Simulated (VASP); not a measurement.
# Al9H in VASP: notebook

The runs below take Al9H through single point, with PBE.

Program: VASP 6.6.1. These are calculated values, not measurements. Logs are shortened: lines on timing, memory, paths and dates and some standing lists are left out, and cuts for length are marked.

### Step 1. The cell of the first run

The cell holds a slab with vacuum, 20 atoms: a = 5.707 Å, b = 9.806 Å, c = 22.790 Å, α = 90.00°, β = 90.00°, γ = 98.37°.

### Step 2. Single point, PBE

INCAR

```
PREC = Accurate
ENCUT = 520
EDIFF = 1E-6
ISMEAR = 0
SIGMA = 0.1
LREAL = Auto
LASPH = T
NELM = 60
ALGO = Normal
ISIF = 2
LWAVE = F
LCHARG = T
LDIPOL = T
IDIPOL = 3
DIPOL = 0.5 0.5 0.294
GGA = PE
LELF = T
LVHAR = T
LVACPOTAV = T
NBANDS = 44
```

KPOINTS

```
Automatic mesh
0
Gamma
  5 3 1
```

POSCAR

```
Al9H
1.0
    5.7070863109      0.0000000000      0.0000000000
   -1.4267715777      9.7014842373      0.0000000000
    0.0000000000      0.0000000000     22.7903703632
Al H
18 2
Direct
    0.2662216041      0.0648864163      0.1755127247
    0.7662216041      0.0648864163      0.1755127247
    0.3354806058      0.3419224231      0.2192029853
    0.8354806058      0.3419224231      0.2192029853
    0.1493324061      0.5973296244      0.2279410374
    0.6493324061      0.5973296244      0.2279410374
    0.4631842064      0.8527368258      0.2366790895
    0.9631842064      0.8527368258      0.2366790895
    0.0319772084      0.1277109167      0.2808262503
    0.5319772084      0.1277109167      0.2808262503
    0.0997917590      0.4042231279      0.3301071124
    0.5997917590      0.4042231279      0.3301071124
    0.4144000530      0.6596656505      0.3369822082
    0.9144000530      0.6596656505      0.3369822082
    0.2263076920      0.9110819249      0.3449259127
    0.7263076920      0.9110819249      0.3449259127
    0.2962427236      0.1814071990      0.3857054635
    0.7962427236      0.1814071990      0.3857054635
    0.4105999071      0.9110819249      0.4054506450
    0.5420154770      0.9110819249      0.4054506450
```

Potentials or basis: VASP PAW PBE potentials, release 64 (Al, H).

Command:

```console
cat potpaw_PBE.64/Al/POTCAR potpaw_PBE.64/H/POTCAR > POTCAR
mpirun -np 1 vasp_std > vasp.out
```

OUTCAR:

```text
PREC = Accurate
   ENCUT = 520
   EDIFF = 1E-6
   ISMEAR = 0
   LREAL = Auto
   LASPH = T
   NELM = 60
   ISIF = 2
   GGA = PE

 ion  position               nearest neighbor table
   1  0.266  0.065  0.176-   2 2.85   2 2.85   9 2.86  10 2.86   7 2.87   8 2.87   3 2.87
   2  0.766  0.065  0.176-   1 2.85   1 2.85  10 2.86   9 2.86   8 2.87   7 2.87   4 2.87
   3  0.335  0.342  0.219-   4 2.85   4 2.85   6 2.87   5 2.87   1 2.87   9 2.89  10 2.89  12 2.96
                            11 2.97
   4  0.835  0.342  0.219-   3 2.85   3 2.85   5 2.87   6 2.87   2 2.87  10 2.89   9 2.89  11 2.96
                            12 2.97
   5  0.149  0.597  0.228-   6 2.85   6 2.85   4 2.87   3 2.87   7 2.87   8 2.87  13 2.93  14 2.93
                            11 2.99
   6  0.649  0.597  0.228-   5 2.85   5 2.85   3 2.87   4 2.87   8 2.87   7 2.87  14 2.93  13 2.93
                            12 2.99
   7  0.463  0.853  0.237-  10 2.85   8 2.85   8 2.85   1 2.87   5 2.87   2 2.87   6 2.87  16 2.90
                            15 2.91  13 2.96
   8  0.963  0.853  0.237-   9 2.85   7 2.85   7 2.85   2 2.87   6 2.87   1 2.87   5 2.87  15 2.90
                            16 2.91  14 2.96
   9  0.032  0.128  0.281-  18 2.83  17 2.83   8 2.85  10 2.85  10 2.85   1 2.86   2 2.86   3 2.89
                             4 2.89  11 2.91  15 2.93  16 2.93
  10  0.532  0.128  0.281-  17 2.83  18 2.83   7 2.85   9 2.85   9 2.85   2 2.86   1 2.86   4 2.89
                             3 2.89  12 2.91  16 2.93  15 2.93
  11  0.100  0.404  0.330-  12 2.85  12 2.85  14 2.86  13 2.87  18 2.88  17 2.89   9 2.91   4 2.96
                             3 2.97   5 2.99
  12  0.600  0.404  0.330-  11 2.85  11 2.85  13 2.86  14 2.87  17 2.88  18 2.89  10 2.91   3 2.96
                             4 2.97   6 2.99
  13  0.414  0.660  0.337-  16 2.83  15 2.83  14 2.85  14 2.85  12 2.86  11 2.87   5 2.93   6 2.93
                             7 2.96
  14  0.914  0.660  0.337-  15 2.83  16 2.83  13 2.85  13 2.85  11 2.86  12 2.87   6 2.93   5 2.93
                             8 2.96
  15  0.226  0.911  0.345-  19 1.73  17 2.78  14 2.83  13 2.83  16 2.85  16 2.85   8 2.90   7 2.91
                             9 2.93  10 2.93
  16  0.726  0.911  0.345-  20 1.73  18 2.78  13 2.83  14 2.83  15 2.85  15 2.85   7 2.90   8 2.91
                            10 2.93   9 2.93
  17  0.296  0.181  0.386-  15 2.78  10 2.83   9 2.83  18 2.85  18 2.85  12 2.88  11 2.89
  18  0.796  0.181  0.386-  16 2.78   9 2.83  10 2.83  17 2.85  17 2.85  11 2.88  12 2.89
  19  0.411  0.911  0.405-  20 0.75  15 1.73
  20  0.542  0.911  0.405-  19 0.75  16 1.73

  LATTYP: Found a simple monoclinic cell.
 ALAT       =     5.7070863109
 B/A-ratio  =     3.9933460126
 C/A-ratio  =     1.7181865164
 COS(beta)  =    -0.1455022476

  Lattice vectors:

 A1 = (   5.7070863109,   0.0000000000,   0.0000000000)
 A2 = (   0.0000000000,   0.0000000000, -22.7903703632)
 A3 = (  -1.4267715777,   9.7014842373,   0.0000000000)

Analysis of symmetry for initial positions (statically):
=====================================================================
 Subroutine PRICEL returns:
 Original cell was already a primitive cell.

 Routine SETGRP: Setting up the symmetry group for a
 simple monoclinic supercell.

 Subroutine GETGRP returns: Found  1 space group operations
 (whereof  1 operations were pure point group operations)
 out of a pool of  4 trial point group operations.

The static configuration has the point symmetry C_1 .

Analysis of symmetry for dynamics (positions and initial velocities):
=====================================================================
 Subroutine PRICEL returns:
 Original cell was already a primitive cell.

 Routine SETGRP: Setting up the symmetry group for a
 simple monoclinic supercell.

 Subroutine GETGRP returns: Found  1 space group operations
 (whereof  1 operations were pure point group operations)
 out of a pool of  4 trial point group operations.

The dynamic configuration has the point symmetry C_1 .

 Subroutine INISYM returns: Found  1 space group operations
 (whereof  1 operations are pure point group operations),
 and found     1 'primitive' translations

----------------------------------------------------------------------------------------

                                     Primitive cell

  volume of cell :    1261.8392

  direct lattice vectors                    reciprocal lattice vectors
     5.707086311  0.000000000  0.000000000     0.175220760  0.025769253  0.000000000
    -1.426771578  9.701484237  0.000000000     0.000000000  0.103077011  0.000000000
     0.000000000  0.000000000 22.790370363     0.000000000  0.000000000  0.043878181

  length of vectors
     5.707086311  9.805838747 22.790370363     0.177105531  0.103077011  0.043878181

  position of ions in fractional coordinates (direct lattice)
     0.266221604  0.064886416  0.175512725
     0.766221604  0.064886416  0.175512725
     0.335480606  0.341922423  0.219202985
     0.835480606  0.341922423  0.219202985
     0.149332406  0.597329624  0.227941037
     0.649332406  0.597329624  0.227941037
[... 12 lines left out ...]
     0.410599907  0.911081925  0.405450645
     0.542015477  0.911081925  0.405450645

  ion indices of the primitive-cell ions
   primitive index   ion index
                 1           1
                 2           2
                 3           3
                 4           4
                 5           5
                 6           6
[... 12 lines left out ...]
                19          19
                20          20

----------------------------------------------------------------------------------------

 KPOINTS: Automatic mesh

Automatic generation of k-mesh.
 Grid dimensions read from file:
 generate k-points for:    5    3    1

 Generating k-lattice:

  Cartesian coordinates                     Fractional coordinates (reciprocal lattice)
     0.035044152  0.005153851  0.000000000     0.200000000  0.000000000  0.000000000
     0.000000000  0.034359004  0.000000000     0.000000000  0.333333333  0.000000000
     0.000000000  0.000000000  0.043878181     0.000000000  0.000000000  1.000000000

  Length of vectors
     0.035421106  0.034359004  0.043878181

  Shift w.r.t. Gamma in fractional coordinates (k-lattice)
     0.000000000  0.000000000  0.000000000

 Subroutine IBZKPT returns following result:
 ===========================================

 Found      8 irreducible k-points:

 Following reciprocal coordinates:
            Coordinates               Weight
  0.000000  0.000000  0.000000      1.000000
  0.200000  0.000000  0.000000      2.000000
  0.400000  0.000000  0.000000      2.000000
  0.000000  0.333333  0.000000      2.000000
  0.200000  0.333333  0.000000      2.000000
  0.400000  0.333333  0.000000      2.000000
 -0.400000  0.333333  0.000000      2.000000
 -0.200000  0.333333  0.000000      2.000000
   k-points           NKPTS =      8   k-points in BZ     NKDIM =      8   number of bands    NBANDS=     44
   number of dos      NEDOS =    301   number of ions     NIONS =     20
   total plane-waves  NPLWV = 604800
   dimension x,y,z NGX =    42 NGY =   80 NGZ =  180
   dimension x,y,z NGXF=    84 NGYF=  160 NGZF=  360
   ions per type =              18   2
   NGX,Y,Z   is equivalent  to a cutoff of  12.23, 13.56, 13.13 a.u.
   NGXF,Y,Z  is equivalent  to a cutoff of  24.47, 27.13, 26.26 a.u.
 SYSTEM =  unknown system
   PREC   = accura    normal or accurate (medium, high low for compatibility)
   ISTART =      0    job   : 0-new  1-cont  2-samecut
   ICHARG =      2    charge: 1-file 2-atom 10-const
   ISPIN  =      1    spin polarized calculation?
   LNONCOLLINEAR =      F non collinear calculations
   LSORBIT =      F    spin-orbit coupling
   LASPH  =      T    aspherical Exc in radial PAW
   ENCUT  =  520.0 eV  38.22 Ry    6.18 a.u.  10.61 18.23 42.37*2*pi/ulx,y,z
   NELM   =     60;   NELMIN=  2; NELMDL= -5     # of ELM steps
   EDIFF  = 0.1E-05   stopping-criterion for ELM
   LREAL  =      T    real-space projection
   EDIFFG = 0.1E-04   stopping-criterion for IOM
   NSW    =      0    number of steps for IOM
[... 5 lines left out ...]
   TEBEG  =    0.0;   TEEND  =   0.0 temperature during run
   PSTRESS=    0.0 pullay stress
   NELECT =      56.0000    total number of electrons
   NUPDOWN=      -1.0000    fix difference up-down
   EMIN   =  10.00;   EMAX   =-10.00  energy-range for DOS
   EFERMI =   0.00;   METHOD = LEGACY
   ISMEAR =     0;   SIGMA  =   0.10  broadening in eV -4-tet -1-fermi 0-gaus
   EFERMI_NEDOS =   21; number of points for ismear=-14 and -15
   IALGO  =     38    algorithm
   IMIX   =      4    mixing-type and parameters
     AMIX     =   0.40;   BMIX     =  1.00
     AMIX_MAG =   1.60;   BMIX_MAG =  1.00
  volume/ion in A,a.u.               =      63.09       425.77
  Fermi-wavevector in a.u.,A,eV,Ry     =   0.579610  1.095305  4.570853  0.335948
  Thomas-Fermi vector in A             =   1.623387
   LORBIT       =      0    0 simple, 1 ext, 2 COOP (PROOUT), +10 PAW based schemes
   GGA     = PE    functional components
   LHFCALC =     F    Hartree Fock is set to
   AEXX    =    0.0000 exact exchange contribution
   IVDW    =     0    specifies the selected vdW correction
   LEPSILON=     F    determine dielectric tensor
   LRPA    =     F    only Hartree local field effects (RPA)
 non-spin polarized calculation
 Gauss-broadening in eV      SIGMA  =   0.10
  energy-cutoff  :      520.00
  volume of cell :     1261.84
 maximum number of plane-waves:     34010
   NGX = 21   NGY = 37   NGZ = 85

 dipolmoment           0.000000      0.000000      0.053686 electrons x Angstroem

 number of electron      56.0000002 magnetization

 dipolmoment           0.000000      0.000000     -0.036236 electrons x Angstroem

 Free energy of the ion-electron system (eV)
  ---------------------------------------------------
  ext. energy  EPLUGINS =         0.00000000
  ---------------------------------------------------
  free energy    TOTEN  =       -66.63132831 eV

  energy without entropy =      -66.58851303  energy(sigma->0) =      -66.60992067

 E-fermi :  -1.2052     XC(G=0):  -3.3332

 val. band max:       -1.2135320633   @ k =   0.0000   0.3333   0.0000
 cond. band min:      -1.1642148561   @ k =   0.2000   0.0000   0.0000
 fundamental gap:      0.0493172072
 Fermi energy:        -1.2051849504

 k-point     1 :       0.0000    0.0000    0.0000
  band No.  band energies     occupation
      1     -12.0430      2.00000
      2     -10.8968      2.00000
      3      -9.7115      2.00000
      4      -9.4910      2.00000
      5      -8.5848      2.00000
      6      -7.1574      2.00000
[... 32 lines left out ...]
     39       0.8051      0.00000
     40       0.9165      0.00000

 k-point     2 :       0.2000    0.0000    0.0000
  band No.  band energies     occupation
      1     -11.9734      2.00000
      2     -10.7648      2.00000
      3      -9.5967      2.00000
      4      -9.2519      2.00000
      5      -8.5292      2.00000
      6      -8.2070      2.00000
[... 247 lines left out ...]
     39       1.0156      0.00000
     40       1.2215      0.00000

 k-point     8 :      -0.2000    0.3333    0.0000
  band No.  band energies     occupation
      1     -11.9616      2.00000
      2     -10.7037      2.00000
      3     -10.0769      2.00000
      4      -8.6458      2.00000
      5      -8.3485      2.00000
      6      -8.0637      2.00000
[... 32 lines left out ...]
     39       0.9681      0.00000
     40       1.0581      0.00000
 [bands above 40 left out]

------------------------ aborting loop because EDIFF is reached ----------------------------------------

  FORCE on cell =-STRESS in cart. coord.  units (eV):
  Direction    XX          YY          ZZ          XY          YZ          ZX
  --------------------------------------------------------------------------------------
  -------------------------------------------------------------------------------------
  Total       -7.3095831    -11.5595196      2.9298621     -0.6685188     -0.0940007      0.0705674
  in kB       -9.2810943    -14.6773065      3.7200926     -0.8488290     -0.1193542      0.0896005
  external PRESSURE =      -6.7461027 kB  Pullay stress =       0.0000000 kB

 VOLUME and BASIS-vectors are now :
 -----------------------------------------------------------------------------
  energy-cutoff  :      520.00
  volume of cell :     1261.84
      direct lattice vectors                 reciprocal lattice vectors
     5.707086311  0.000000000  0.000000000     0.175220760  0.025769253  0.000000000
    -1.426771578  9.701484237  0.000000000     0.000000000  0.103077011  0.000000000
     0.000000000  0.000000000 22.790370363     0.000000000  0.000000000  0.043878181

 POSITION                                       TOTAL-FORCE (eV/Angst)
 -----------------------------------------------------------------------------------
      1.42677      0.62949      4.00000        -0.054795      0.175094      0.032433
      4.28031      0.62949      4.00000         0.046187      0.122361      0.050485
      1.42677      3.31715      4.99572        -0.065698      0.078077      0.033569
      4.28031      3.31715      4.99572         0.089467      0.114409      0.018075
      0.00000      5.79498      5.19486        -0.049121     -0.104522      0.005739
      2.85354      5.79498      5.19486         0.028465     -0.130144     -0.022102
[... 12 lines left out ...]
      1.04342      8.83885      9.24037        -2.257234      0.026134      1.121552
      1.79342      8.83885      9.24037         2.286328      0.068854      1.145681
 -----------------------------------------------------------------------------------
    total drift:                               -0.008160     -0.031894     -0.007100

  FREE ENERGIE OF THE ION-ELECTRON SYSTEM (eV)
  ---------------------------------------------------
  free  energy   TOTEN  =       -66.6313283079 eV

  energy  without entropy=      -66.5885130317  energy(sigma->0) =      -66.60992067

 vacuum level on the upper side and lower side of the slab         2.907         3.026
```

It took 41 min on 1 thread of Intel Xeon 8259CL, shared host; peak memory 1.2 GiB.

Results:

| Item | Value |
| --- | --- |
| Free energy | -66.6313 eV |
| Largest force | 2.558 eV/Å |
| Band gap on the k mesh | zero (bands 28 and 29 overlap by 0.69 eV) |

Forces on the atoms (eV/Å):
```
Al  -0.055  0.175  0.032
Al   0.046  0.122  0.050
Al  -0.066  0.078  0.034
Al   0.089  0.114  0.018
Al  -0.049 -0.105  0.006
Al   0.028 -0.130 -0.022
Al  -0.015 -0.057 -0.003
Al   0.009 -0.110 -0.147
Al  -0.021  0.024  0.027
Al   0.021 -0.060  0.123
Al  -0.040 -0.077 -0.040
Al   0.047 -0.006 -0.021
Al  -0.058 -0.328 -0.167
Al   0.030 -0.049  0.010
Al  -1.262 -0.036 -1.144
Al   1.267  0.018 -1.130
Al  -0.092  0.168  0.051
Al   0.091  0.163  0.055
H   -2.257  0.026  1.122
H    2.286  0.069  1.146
```

Levels at points of the mesh, in eV from the Fermi level:
| k point | band 25 | band 26 | band 27 | band 28 | band 29 | band 30 | band 31 | band 32 |
| --- | --- | --- | --- | --- | --- | --- | --- | --- |
| (0.00, 0.00, 0.00) | -1.17 | -0.95 | -0.71 | -0.63 | -0.52 | -0.40 | 0.38 | 1.06 |

### Step 3. Single point, PBE

INCAR

```
SYSTEM = Al9H
  ALGO = Normal
  DIPOL = 0.5 0.5 0.297
  EDIFF = 1E-6
  ENCUT = 520
  GGA = PE
  IDIPOL = 3
  ISIF = 2
  ISMEAR = 0
  LASPH = .TRUE.
  LCHARG = .FALSE.
  LDIPOL = .TRUE.
  LREAL = Auto
  LWAVE = .FALSE.
  NBANDS = 44
  NELM = 100
  PREC = Accurate
  SIGMA = 0.1
```

KPOINTS

```
k-points
0
G
  5 3 1
  0 0 0
```

POSCAR, as its differences from that of step 2:

```diff
@@ -26,3 +26,3 @@
     0.7962427236      0.1814071990      0.3857054635
-    0.4105999071      0.9110819249      0.4054506450
-    0.5420154770      0.9110819249      0.4054506450
+    0.4105999071      0.9110819249      0.4335326809
+    0.5420154770      0.9110819249      0.4335326809
```

Potentials or basis: VASP PAW PBE potentials, release 64 (Al, H).

Command:

```console
cat potpaw_PBE.64/Al/POTCAR potpaw_PBE.64/H/POTCAR > POTCAR
mpirun -np 1 vasp_std > vasp.out
```

Run time: 35 min. Hardware: 1 thread of Intel Xeon 8259CL, shared host; peak memory 1.2 GiB.

The run converged. Its results:

```yaml
Free_energy: -67.4695 eV
Largest_force: 0.815 eV/Å
Band_gap_on_the_k_mesh: zero (bands 28 and 29 overlap by 0.74 eV)
```

Forces on the atoms (eV/Å):
```
Al  -0.100  0.162  0.051
Al   0.091  0.140  0.064
Al  -0.057  0.066  0.046
Al   0.077  0.083  0.027
Al   0.000 -0.060  0.025
Al  -0.009 -0.088  0.005
Al  -0.025 -0.135 -0.165
Al   0.026 -0.123 -0.121
Al  -0.019  0.036  0.003
Al   0.017  0.010  0.049
Al  -0.020 -0.050 -0.018
Al   0.024  0.004 -0.026
Al  -0.040 -0.087 -0.070
Al   0.026 -0.003  0.008
Al  -0.394 -0.048 -0.363
Al   0.394  0.021 -0.355
Al  -0.082  0.111 -0.023
Al   0.080  0.067  0.001
H   -0.673 -0.069  0.424
H    0.686 -0.037  0.439
```

Levels at points of the mesh, in eV from the Fermi level:
| k point | band 26 | band 27 | band 28 | band 29 | band 30 | band 31 |
| --- | --- | --- | --- | --- | --- | --- |
| (0.00, 0.00, 0.00) | -0.95 | -0.87 | -0.63 | -0.58 | -0.42 | 0.17 |

### Step 4. Single point, PBE

INCAR

```
SYSTEM = Al9H
  ALGO = Normal
  DIPOL = 0.5 0.5 0.300
  EDIFF = 1E-7
  ENCUT = 520
  GGA = PE
  IDIPOL = 3
  ISIF = 2
  ISMEAR = 0
  LASPH = .TRUE.
  LCHARG = .TRUE.
  LDIPOL = .TRUE.
  LELF = .TRUE.
  LREAL = Auto
  LVACPOTAV = .TRUE.
  LVHAR = .TRUE.
  LWAVE = .FALSE.
  NBANDS = 44
  NELM = 100
  PREC = Accurate
  SIGMA = 0.1
```

KPOINTS is that of step 3.

POSCAR, as its differences from that of step 3:

```diff
@@ -26,3 +26,3 @@
     0.7962427236      0.1814071990      0.3857054635
-    0.4105999071      0.9110819249      0.4335326809
-    0.5420154770      0.9110819249      0.4335326809
+    0.4105999071      0.9110819249      0.4616147169
+    0.5420154770      0.9110819249      0.4616147169
```

Command:

```console
cat potpaw_PBE.64/Al/POTCAR potpaw_PBE.64/H/POTCAR > POTCAR
mpirun -np 1 vasp_std > vasp.out
```

Wall time 37 min (1 thread of Intel Xeon 8259CL, shared host); peak memory 1.2 GiB.

The run converged. Its results:

- Free energy: -67.8594 eV
- Largest force: 0.223 eV/Å
- Band gap on the k mesh: zero (bands 28 and 29 overlap by 0.74 eV)

Forces on the atoms (eV/Å):
```
Al  -0.057  0.159  0.034
Al   0.046  0.150  0.040
Al  -0.021  0.044  0.055
Al   0.035  0.056  0.049
Al   0.007 -0.065  0.030
Al  -0.012 -0.077  0.022
Al  -0.011 -0.122 -0.145
Al   0.015 -0.105 -0.113
Al  -0.005  0.021 -0.002
Al   0.005  0.020 -0.001
Al  -0.003 -0.027 -0.004
Al   0.010 -0.006 -0.012
Al  -0.016 -0.012 -0.017
Al   0.006 -0.003  0.000
Al  -0.103 -0.018 -0.128
Al   0.098  0.010 -0.126
Al  -0.035  0.046 -0.033
Al   0.037  0.023 -0.020
H   -0.107 -0.051  0.185
H    0.110 -0.043  0.189
```

Levels at points of the mesh, in eV from the Fermi level:
```csv
k point,band 24,band 25,band 26,band 27,band 28,band 29,band 30,band 31,band 32,band 33
"(0.00, 0.00, 0.00)",-1.48,-1.08,-1.05,-0.94,-0.63,-0.58,-0.32,0.12,0.88,1.24
```

(Part 1 of 2 ends here.)

The gap in the log of VASP goes by the Fermi energy; the results here count the filled bands.